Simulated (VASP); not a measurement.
A run of VASP 6.6.1:

INCAR

```
ALGO = Normal ; EDIFF = 1E-7
ENCUT = 520 ; GGA = PE
ISIF = 2 ; ISMEAR = 0
LASPH = True ; LCHARG = False
LREAL = False ; LWAVE = False
NBANDS = 26 ; NELM = 100
PREC = Accurate ; SIGMA = 0.05
```

File KPOINTS:

```
k-points
0
Gamma
  12 12 6
```

File POSCAR:

```
GaN
1.0
    3.2184289164      0.0000000000      0.0000000000
   -1.6092144582      2.7872412019      0.0000000000
    0.0000000000      0.0000000000      5.2430304702
Ga N
2 2
Direct
    0.3333333333      0.6666666667      0.9991316875
    0.6666666667      0.3333333333      0.4991316875
    0.3163899916      0.6581949958      0.3790010527
    0.6666666667      0.3333333333      0.8758683125
```

Potentials or basis: VASP PAW PBE potentials, release 64 (Ga_d, N).

Command:

```sh
$ cat potpaw_PBE.64/Ga_d/POTCAR potpaw_PBE.64/N/POTCAR > POTCAR
$ mpirun -np 1 vasp_std > vasp.out
```

Hardware: 1 thread of Intel(R) Xeon(R) 6975P-C (Granite Rapids), on a shared host.

**Question.** Estimate the wall time of this run.

**Answer.** It took 98 s on 1 thread of Intel(R) Xeon(R) 6975P-C (Granite Rapids), with other jobs on the host, peak memory 0.34 GiB. Counts: scf iterations 15, k points 242.
